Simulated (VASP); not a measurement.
**Al: single point with LDA**

Crystal: Al.

```
Al
1.0
     0.00000    4.12875    4.12875
     4.12875    0.00000    4.12875
     4.12875    4.12875    0.00000
Al
4
Direct
  0.62500 0.62500 0.62500
  0.12500 0.62500 0.62500
  0.62500 0.12500 0.62500
  0.62500 0.62500 0.12500
```

```yaml
Program: VASP 6.6.1
Task: single point
Functional: LDA
Potentials_or_basis: VASP PAW LDA potentials, release 64 (Al)
Cutoff: 520 eV
k_mesh: 5 × 5 × 5
Occupations: fermi-dirac, width 0.1 eV
Spin: no spin polarisation
Dipole_correction: no
Further_INCAR_settings: ALGO = Normal; EDIFF = 1e-07; NBANDS = 14
```

The pressure is -6.3 GPa and the band gap on the k mesh is zero (band 6 reaches 1.54 eV, above the bottom of band 7 at 0.75 eV).

Levels at points of the mesh, in eV from the Fermi level:
```
           k point  band 2  band 3  band 4  band 5  band 6  band 7  band 8  band 9  band 10  band 11
(0.00, 0.00, 0.00)   -3.16   -1.79   -1.79   -1.79   -0.72   -0.72   -0.72    1.18     1.18     2.33
```

Run time: 23 s on 1 thread of AMD EPYC 7R13 (shared host), peak memory 0.23 GiB.
